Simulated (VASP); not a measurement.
# Ru (P6_3/mmc) in VASP: a series of runs

Aim: see how the results for Ru move with the level of theory and the settings. Levels: PBE-based screened hybrid with 25 % exact exchange, PBE0, r2SCANh. Tasks: single point.

All numbers are computed with VASP 6.6.1; they aren't measurements. Logs are shortened: lines on timing, memory, paths and dates and some standing lists are left out, and cuts for length are marked.

## 1. The cell of the first run

Symmetry: P6_3/mmc, No. 194, hexagonal system. The conventional cell has a = 2.741 Å, b = 2.741 Å, c = 4.338 Å, α = 90.00°, β = 90.00°, γ = 120.00°. Ru (site symmetry -6m2) has 12 Ru at 2.69 to 2.74 Å within 3.5 Å.

## 2. Single point, PBE-based screened hybrid with 25 % exact exchange

The input, POSCAR:

```
Ru
1.0
    2.7414067149      0.0000000000      0.0000000000
   -1.3707033574      2.3741278572      0.0000000000
    0.0000000000      0.0000000000      4.3382472512
Ru
2
Direct
    0.6666666667      0.3333333333      0.7500000000
    0.3333333333      0.6666666667      0.2500000000
```

The input, INCAR.step1:

```
SYSTEM = Ru
ALGO = Normal
EDIFF = 1E-5
ENCUT = 520
GGA = PE
ISIF = 2
ISMEAR = -1
LASPH = .TRUE.
LREAL = .FALSE.
LWAVE = .TRUE.
NBANDS = 21
NELM = 60
PREC = Accurate
SIGMA = 0.05
```

The input, INCAR.step2:

```
SYSTEM = Ru
AEXX = 0.25
ALGO = Normal
EDIFF = 1E-6
ENCUT = 520
GGA = PE
HFSCREEN = 0.3
ISIF = 2
ISMEAR = -1
ISTART = 1
LASPH = .TRUE.
LCHARG = .TRUE.
LELF = .TRUE.
LHFCALC = .TRUE.
LREAL = .FALSE.
LVHAR = .TRUE.
LWAVE = .FALSE.
NBANDS = 21
NELM = 60
PREC = Accurate
PRECFOCK = Normal
SIGMA = 0.05
```

The input, KPOINTS:

```
k-points
0
G
  6 6 3
  0 0 0
```

Potentials or basis: VASP PAW PBE potentials, release 64 (Ru_pv).

The run is started by

```console
> cat potpaw_PBE.64/Ru_pv/POTCAR > POTCAR
> cp INCAR.step1 INCAR
> mpirun -np 1 vasp_std > vasp.out
> cp INCAR.step2 INCAR
> mpirun -np 1 vasp_std > vasp.out
```

OUTCAR:

```text
SYSTEM = Ru
   AEXX = 0.25
   EDIFF = 1E-6
   ENCUT = 520
   GGA = PE
   HFSCREEN = 0.3
   ISIF = 2
   ISMEAR = -1
   ISTART = 1
   LASPH = .TRUE.
   LHFCALC = .TRUE.
   LREAL = .FALSE.
   NELM = 60
   PREC = Accurate
   PRECFOCK = Normal

 ion  position               nearest neighbor table
   1  0.667  0.333  0.750-   2 2.69   2 2.69   2 2.69   2 2.69   2 2.69   2 2.69
   2  0.333  0.667  0.250-   1 2.69   1 2.69   1 2.69   1 2.69   1 2.69   1 2.69

  LATTYP: Found a hexagonal cell.
 ALAT       =     2.7414067149
 C/A-ratio  =     1.5824894670

  Lattice vectors:

 A1 = (   2.7414067149,   0.0000000000,   0.0000000000)
 A2 = (  -1.3707033574,   2.3741278572,   0.0000000000)
 A3 = (   0.0000000000,   0.0000000000,   4.3382472512)

Analysis of symmetry for initial positions (statically):
=====================================================================
 Subroutine PRICEL returns:
 Original cell was already a primitive cell.

 Routine SETGRP: Setting up the symmetry group for a
 hexagonal supercell.

 Subroutine GETGRP returns: Found 24 space group operations
 (whereof 12 operations were pure point group operations)
 out of a pool of 24 trial point group operations.

The static configuration has the point symmetry D_3d.
 The point group associated with its full space group is D_6h.

Analysis of symmetry for dynamics (positions and initial velocities):
=====================================================================
 Subroutine PRICEL returns:
 Original cell was already a primitive cell.

 Routine SETGRP: Setting up the symmetry group for a
 hexagonal supercell.

 Subroutine GETGRP returns: Found 24 space group operations
 (whereof 12 operations were pure point group operations)
 out of a pool of 24 trial point group operations.

The dynamic configuration has the point symmetry D_3d.
 The point group associated with its full space group is D_6h.

 Subroutine INISYM returns: Found 24 space group operations
 (whereof 12 operations are pure point group operations),
 and found     1 'primitive' translations

----------------------------------------------------------------------------------------

                                     Primitive cell

  volume of cell :      28.2353

  direct lattice vectors                    reciprocal lattice vectors
[... 76 lines left out ...]
   EDIFF  = 0.1E-05   stopping-criterion for ELM
   LREAL  =      F    real-space projection
   EDIFFG = 0.1E-04   stopping-criterion for IOM
   NSW    =      0    number of steps for IOM
   IBRION =     -1    ionic relax: 0-MD 1-quasi-New 2-CG
   NFREE  =      0    steps in history (QN), initial steepest desc. (CG)
   ISIF   =      2    stress and relaxation
   ISYM   =      3    0-nonsym 1-usesym 2-fastsym
   POTIM  = 0.5000    time-step for ionic-motion
   TEBEG  =    0.0;   TEEND  =   0.0 temperature during run
   PSTRESS=    0.0 pullay stress
   NELECT =      28.0000    total number of electrons
   NUPDOWN=      -1.0000    fix difference up-down
   EMIN   =  10.00;   EMAX   =-10.00  energy-range for DOS
   EFERMI =   0.00;   METHOD = LEGACY
   ISMEAR =    -1;   SIGMA  =   0.05  broadening in eV -4-tet -1-fermi 0-gaus
   EFERMI_NEDOS =   21; number of points for ismear=-14 and -15
   IALGO  =     38    algorithm
   IMIX   =      1    mixing-type and parameters
     AMIX     =   0.40;   BMIX     =  1.00
     AMIX_MAG =   1.60;   BMIX_MAG =  1.00
  volume/ion in A,a.u.               =      14.12        95.27
  Fermi-wavevector in a.u.,A,eV,Ry     =   1.632539  3.085051 36.262022  2.665183
  Thomas-Fermi vector in A             =   2.724493
   LORBIT       =      0    0 simple, 1 ext, 2 COOP (PROOUT), +10 PAW based schemes
   GGA     = PE    functional components
   LHFCALC =     T    Hartree Fock is set to
   PRECFOCK=normal    Normal, Fast or Accurate (Low or Medium for compatibility)
   ENCUT4O =  -1.0   cutoff for four orbital integrals eV
   NKREDX  =     1    reduce k-point grid by
   NKREDY  =     1    reduce k-point grid by
   NKREDZ  =     1    reduce k-point grid by
   AEXX    =    0.2500 exact exchange contribution
   HFSCREEN=    0.3000 screening length (either q_TF or 0.3 A-1)
   HFSCREENC=   0.3000 screening length for correlation (either q_TF or 0.3 A-1)
   ENCUTFOCK=  -1.0 apply spherical cutoff to Coloumb kernel
   IVDW    =     0    specifies the selected vdW correction
   LEPSILON=     F    determine dielectric tensor
   LRPA    =     F    only Hartree local field effects (RPA)
 non-spin polarized calculation
  energy-cutoff  :      520.00
  volume of cell :       28.24
 maximum number of plane-waves:       769
  NGX = 16; NGY = 16; NGZ = 28

 number of electron      28.0000011 magnetization

 Free energy of the ion-electron system (eV)
  ---------------------------------------------------
  ext. energy  EPLUGINS =         0.00000000
  ---------------------------------------------------
  free energy    TOTEN  =       -20.84965097 eV

  energy without entropy =      -20.83883043  energy(sigma->0) =      -20.84424070

 E-fermi :  11.7956     XC(G=0): -11.4472

 val. band max:       11.7777817656   @ k =   0.1667   0.1667   0.0000
 cond. band min:      11.8727005143   @ k =   0.1667  -0.0000   0.3333
 fundamental gap:      0.0949187487
 Fermi energy:        11.7956104601

 k-point     1 :       0.0000    0.0000    0.0000
  band No.  band energies     occupation
      1     -34.6304      2.00000
      2     -33.6866      2.00000
      3     -33.6866      2.00000
      4     -33.5098      2.00000
      5     -33.5098      2.00000
      6     -33.4516      2.00000
[... 325 lines left out ...]
     20      24.6738      0.00000
     21      24.6889      0.00000

------------------------ aborting loop because EDIFF is reached ----------------------------------------

  FORCE on cell =-STRESS in cart. coord.  units (eV):
  Direction    XX          YY          ZZ          XY          YZ          ZX
  --------------------------------------------------------------------------------------
  -------------------------------------------------------------------------------------
  Total       -2.8981861     -2.8981861     -4.0870270     -0.0000000      0.0000000      0.0000000
  in kB     -164.4542033   -164.4542033   -231.9135960     -0.0000000      0.0000000      0.0000000
  external PRESSURE =    -186.9406675 kB  Pullay stress =       0.0000000 kB

 VOLUME and BASIS-vectors are now :
 -----------------------------------------------------------------------------
  energy-cutoff  :      520.00
  volume of cell :       28.24
      direct lattice vectors                 reciprocal lattice vectors
     2.741406715  0.000000000  0.000000000     0.364776228  0.210603653  0.000000000
    -1.370703357  2.374127857  0.000000000     0.000000000  0.421207306  0.000000000
     0.000000000  0.000000000  4.338247251     0.000000000  0.000000000  0.230507839

 POSITION                                       TOTAL-FORCE (eV/Angst)
 -----------------------------------------------------------------------------------
      1.37070      0.79138      3.25369         0.000000      0.000000      0.000000
     -0.00000      1.58275      1.08456        -0.000000     -0.000000     -0.000000
 -----------------------------------------------------------------------------------
    total drift:                                0.000000      0.000000      0.000003

  FREE ENERGIE OF THE ION-ELECTRON SYSTEM (eV)
  ---------------------------------------------------
  free  energy   TOTEN  =       -20.8496509742 eV

  energy  without entropy=      -20.8388304337  energy(sigma->0) =      -20.84424070
```

OSZICAR.step1:

```text
N       E                     dE             d eps       ncg     rms          rms(c)
DAV:   1     0.285030011175E+03    0.28503E+03   -0.17551E+04   588   0.148E+03
DAV:   2    -0.139374243373E+02   -0.29897E+03   -0.29046E+03   608   0.439E+02
DAV:   3    -0.197070155356E+02   -0.57696E+01   -0.57399E+01   668   0.689E+01
DAV:   4    -0.197503280094E+02   -0.43312E-01   -0.43224E-01   752   0.564E+00
DAV:   5    -0.197510090226E+02   -0.68101E-03   -0.67566E-03   658   0.656E-01    0.162E+01
DAV:   6    -0.184657402571E+02    0.12853E+01   -0.29141E+00   633   0.166E+01    0.418E+00
DAV:   7    -0.183905808662E+02    0.75159E-01   -0.53004E-01   693   0.518E+00    0.855E-01
DAV:   8    -0.183842343124E+02    0.63466E-02   -0.20616E-02   639   0.107E+00    0.373E-01
DAV:   9    -0.183832530734E+02    0.98124E-03   -0.14582E-03   668   0.413E-01    0.366E-02
DAV:  10    -0.183832596357E+02   -0.65623E-05   -0.10937E-04   688   0.105E-01    0.267E-02
DAV:  11    -0.183832556260E+02    0.40097E-05   -0.92543E-06   414   0.283E-02
   1 F= -.18383256E+02 E0= -.18377260E+02  d E =-.119911E-01
```

It took 41 min on 1 thread of AMD EPYC 7R43 (Zen 3), shared host; peak memory 0.21 GiB.

Results:

- Free energy: -20.8497 eV
- Pressure: -18.7 GPa
- Band gap on the k mesh: zero (bands 14 and 15 overlap by 3.40 eV)

Caveat: the k points lie up to 0.48 Å⁻¹ apart, too coarse for converged energies and pressures of a metal; the PAW data sets were made with another functional, which shifts forces and pressure a little.

## 3. Single point, PBE0

This run uses another cell than the first one, of 14.39 Å³/atom.

The input, POSCAR:

```
Ru
1.0
    2.7588683749      0.0000000000      0.0000000000
   -1.3794341875      2.3892500984      0.0000000000
    0.0000000000      0.0000000000      4.3658801443
Ru
2
Direct
    0.6666666667      0.3333333333      0.7500000000
    0.3333333333      0.6666666667      0.2500000000
```

The input, INCAR.step1:

```
SYSTEM = Ru
PREC = Accurate
ENCUT = 520
EDIFF = 1E-5
ISMEAR = -1
SIGMA = 0.05
LREAL = .False.
LASPH = .True.
NELM = 100
ALGO = Normal
ISIF = 2
LWAVE = .True.
GGA = PE
NBANDS = 21
```

The input, INCAR.step2:

```
SYSTEM = Ru
PREC = Accurate
ENCUT = 520
EDIFF = 1E-6
ISMEAR = -1
SIGMA = 0.05
LREAL = .False.
LASPH = .True.
NELM = 100
ALGO = Normal
ISIF = 2
LWAVE = .False.
LCHARG = .True.
GGA = PE
LHFCALC = .True.
AEXX = 0.25
PRECFOCK = Normal
LELF = .True.
LVHAR = .True.
ISTART = 1
NBANDS = 21
```

The input, KPOINTS:

```
regular mesh
0
Gamma
  6 6 4
  0 0 0
```

Potentials or basis: VASP PAW PBE potentials, release 64 (Ru_pv).

The run is started by

```console
> cat potpaw_PBE.64/Ru_pv/POTCAR > POTCAR
> cp INCAR.step1 INCAR
> mpirun -np 1 vasp_std > vasp.out
> cp INCAR.step2 INCAR
> mpirun -np 1 vasp_std > vasp.out
```

Run time: 50 min. Hardware: 1 thread of Oxide Virtual Turin-like, shared host; peak memory 0.14 GiB.

The run converged. Its results:

| Property | Result |
| --- | --- |
| Free energy | -23.4338 eV |
| Pressure | -24.8 GPa |
| Band gap on the k mesh | zero (bands 14 and 15 overlap by 4.06 eV) |

Stress tensor (GPa, compression positive):
```
-21.61   0.00   0.00
  0.00 -21.61   0.00
  0.00   0.00 -31.15
```

Levels at points of the mesh, in eV from the Fermi level:
| k point | band 10 | band 11 | band 12 | band 13 | band 14 | band 15 | band 16 | band 17 | band 18 | band 19 |
| --- | --- | --- | --- | --- | --- | --- | --- | --- | --- | --- |
| (0.00, 0.00, 0.00) | -3.53 | -3.30 | -2.83 | -2.83 | -2.34 | -2.34 | 1.32 | 1.46 | 1.46 | 10.96 |
| (0.50, 0.00, 0.00) | -4.05 | -2.92 | -2.46 | -2.29 | 1.72 | 2.13 | 2.19 | 4.56 | 6.70 | 11.83 |
| (0.00, 0.00, 0.50) | -3.76 | -3.76 | -3.76 | -3.54 | -3.54 | 0.69 | 0.69 | 0.69 | 0.69 | 14.59 |
| (0.50, 0.00, 0.50) | -5.54 | -1.83 | -1.83 | 0.59 | 0.59 | 1.98 | 1.98 | 3.79 | 3.79 | 11.20 |

Caveat: the k points lie up to 0.44 Å⁻¹ apart, too coarse for converged energies and pressures of a metal; the PAW data sets were made with another functional, which shifts forces and pressure a little.

## 4. Single point, r2SCANh

This run uses another cell than the first one, of 13.57 Å³/atom.

The input, POSCAR:

```
Ru
1.0
    2.7058000000      0.0000000000      0.0000000000
   -1.3529000000      2.3432915376      0.0000000000
    0.0000000000      0.0000000000      4.2819000000
Ru
2
Direct
    0.6666666667      0.3333333333      0.7500000000
    0.3333333333      0.6666666667      0.2500000000
```

The input, INCAR.step1:

```
SYSTEM = Ru
PREC = Accurate
ENCUT = 520
EDIFF = 1E-5
ISMEAR = -1
SIGMA = 0.05
LREAL = .FALSE.
LASPH = .TRUE.
NELM = 100
ALGO = Normal
ISIF = 2
LWAVE = .TRUE.
GGA = PE
NBANDS = 21
```

The input, INCAR.step2:

```
SYSTEM = Ru
PREC = Accurate
ENCUT = 520
EDIFF = 1E-6
ISMEAR = -1
SIGMA = 0.05
LREAL = .FALSE.
LASPH = .TRUE.
NELM = 100
ALGO = Normal
ISIF = 2
LWAVE = .FALSE.
LCHARG = .TRUE.
METAGGA = R2SCAN
LHFCALC = .TRUE.
AEXX = 0.1
LMIXTAU = .TRUE.
PRECFOCK = Normal
LELF = .TRUE.
LVHAR = .TRUE.
ISTART = 1
NBANDS = 21
```

The input, KPOINTS:

```
Automatic mesh
0
G
  6 6 4
  0 0 0
```

The run is started by

```console
> cat potpaw_PBE.64/Ru_pv/POTCAR > POTCAR
> cp INCAR.step1 INCAR
> mpirun -np 1 vasp_std > vasp.out
> cp INCAR.step2 INCAR
> mpirun -np 1 vasp_std > vasp.out
```

It took 86 min on 1 thread of Oxide Virtual Turin-like, shared host; peak memory 0.13 GiB.

Results (log left out):

| Quantity | Value |
| --- | --- |
| Free energy | -49.7363 eV |
| Pressure | -4.6 GPa |
| Band gap on the k mesh | zero (bands 14 and 15 overlap by 3.55 eV) |

Stress tensor (GPa, compression positive):
```
-1.95  0.00  0.00
 0.00 -1.95  0.00
 0.00  0.00 -9.79
```

Levels at points of the mesh, in eV from the Fermi level:
```tsv
k point	band 11	band 12	band 13	band 14	band 15	band 16	band 17	band 18
(0.00, 0.00, 0.00)	-3.11	-2.58	-2.58	-2.04	-2.04	1.21	1.23	1.23
(0.50, 0.00, 0.00)	-2.74	-2.34	-2.09	1.51	1.96	2.01	4.39	6.62
(0.00, 0.00, 0.50)	-3.52	-3.52	-3.38	-3.38	0.49	0.49	0.49	0.49
(0.50, 0.00, 0.50)	-1.61	-1.61	0.38	0.38	1.78	1.78	3.61	3.61
```

Caveat: the k points lie up to 0.45 Å⁻¹ apart, too coarse for converged energies and pressures of a metal; the PAW data sets were made with another functional, which shifts forces and pressure a little.

## 5. Summary

```tsv
level	cell	k mesh	share of exact exchange	screening parameter	gap on the mesh (eV)	pressure (GPa)
PBE-based screened hybrid with 25 % exact exchange	a = 2.741, b = 2.741, c = 4.338 Å, angles 90.0, 90.0, 120.0°, 2 atoms	6 × 6 × 3	0.25	0.3 1/Å	none	-18.7
PBE0	a = 2.759, b = 2.759, c = 4.366 Å, angles 90.0, 90.0, 120.0°, 2 atoms	6 × 6 × 4	0.25	-	none	-24.8
r2SCANh	a = 2.706, b = 2.706, c = 4.282 Å, angles 90.0, 90.0, 120.0°, 2 atoms	6 × 6 × 4	0.1	-	none	-4.6
```

Alike in all rows: task single point; potentials or basis VASP PAW PBE potentials, release 64 (Ru_pv); no spin polarisation; cutoff (eV) 520; smearing fermi-dirac 0.05 eV.

Caveats: all runs use coarse meshes; the PAW data sets were made with another functional, which shifts forces and pressure a little.

Absolute energies hang on the potentials; compare differences alone.

The gap in the log of VASP goes by the Fermi energy; the results here count the filled bands.